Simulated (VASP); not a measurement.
A run of VASP 6.6.1:

Contents of INCAR:

```
SYSTEM = ZnS
PREC = Accurate
ENCUT = 520
EDIFF = 1E-6
ISMEAR = 0
SIGMA = 0.01
LREAL = .False.
LASPH = .True.
NELM = 60
ALGO = Normal
ISIF = 2
LWAVE = .False.
LCHARG = .False.
NBANDS = 16
```

KPOINTS

```
Automatic mesh
0
Gamma
  8 8 8
  0 0 0
```

POSCAR

```
ZnS
1.0
    2.6219840213      2.6219840213      0.0000000000
   -2.6219840213      2.6219840213      0.0000000000
    0.0000000000      2.6219840213      2.6803039063
Zn S
1 1
Direct
    0.7500000000      0.2500000000      0.5000000000
    0.0000000000      0.0000000000      0.0000000000
```

Potentials or basis: VASP PAW LDA potentials, release 64 (Zn, S).

Command:

```console
$ cat potpaw_LDA.64/Zn/POTCAR potpaw_LDA.64/S/POTCAR > POTCAR
$ mpirun -np 1 vasp_std > vasp.out
```

Hardware: 1 thread of Intel(R) Xeon(R) Platinum 8175M CPU @ 2.50GHz (Skylake/Cascade Lake), on a shared host.

Estimate the wall time of this run.

Wall time 38 s on 1 thread of Intel(R) Xeon(R) Platinum 8175M CPU @ 2.50GHz (Skylake/Cascade Lake), on a shared host, peak memory 0.16 GiB. Counts: scf iterations 12, k points 59.
